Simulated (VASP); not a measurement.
Here is a VASP 6.6.1 calculation.

Contents of INCAR:

```
SYSTEM = Li16Se7
PREC     = Accurate       ! precision mode
ENCUT    = 650            ! plane-wave cutoff, eV
EDIFF    = 1E-8           ! SCF threshold, eV
ISMEAR   = -1             ! smearing method
SIGMA    = 0.01           ! smearing width, eV
LREAL    = .False.        ! projectors in reciprocal space
LASPH    = .True.         ! aspherical terms in the spheres
NELM     = 120            ! most SCF steps
ALGO     = Normal         ! electronic algorithm
ISIF     = 2              ! what is computed and relaxed
LWAVE    = .False.        ! write WAVECAR
LCHARG   = .False.        ! write CHGCAR
GGA      = PE             ! functional
LEFG     = .True.       
NELECT   = 88.0         
NBANDS   = 62             ! bands
GGA_COMPAT= .False.
```

Contents of KPOINTS:

```
Automatic mesh
0
Gamma
  3 3 3
  0 0 0
```

POSCAR

```
Li16Se7
1.0
    0.0000000000      5.9520885296      5.9520885296
    5.9520885296      0.0000000000      5.9520885296
    5.9520885296      5.9520885296      0.0000000000
Li Se
16 7
Direct
    0.3750000000      0.3750000000      0.3750000000
    0.3750000000      0.3750000000      0.8750000000
    0.3750000000      0.8750000000      0.3750000000
    0.3750000000      0.8750000000      0.8750000000
    0.8750000000      0.3750000000      0.3750000000
    0.8750000000      0.3750000000      0.8750000000
    0.8750000000      0.8750000000      0.3750000000
    0.8750000000      0.8750000000      0.8750000000
    0.1250000000      0.1250000000      0.1250000000
    0.1250000000      0.1250000000      0.6250000000
    0.1250000000      0.6250000000      0.1250000000
    0.1250000000      0.6250000000      0.6250000000
    0.6250000000      0.1250000000      0.1250000000
    0.6250000000      0.1250000000      0.6250000000
    0.6250000000      0.6250000000      0.1250000000
    0.6250000000      0.6250000000      0.6250000000
    0.0000000000      0.0000000000      0.5000000000
    0.0000000000      0.5000000000      0.0000000000
    0.0000000000      0.5000000000      0.5000000000
    0.5000000000      0.0000000000      0.0000000000
    0.5000000000      0.0000000000      0.5000000000
    0.5000000000      0.5000000000      0.0000000000
    0.5000000000      0.5000000000      0.5000000000
```

Potentials or basis: VASP PAW PBE potentials, release 64 (Li_sv, Se).

Command:

```console
$ cat potpaw_PBE.64/Li_sv/POTCAR potpaw_PBE.64/Se/POTCAR > POTCAR
$ mpirun -np 1 vasp_std > vasp.out
```

(1) Predict the largest force.

Results:

(1) 1.016 eV/Å.

Caveat: the cell carries a net charge on a neutralising background, which shifts energy and pressure; the cell differs from its parent crystal (atoms taken out); without QUAD_EFG the Cq values of the log hold for a quadrupole moment of 1 mb, not for the nuclei.
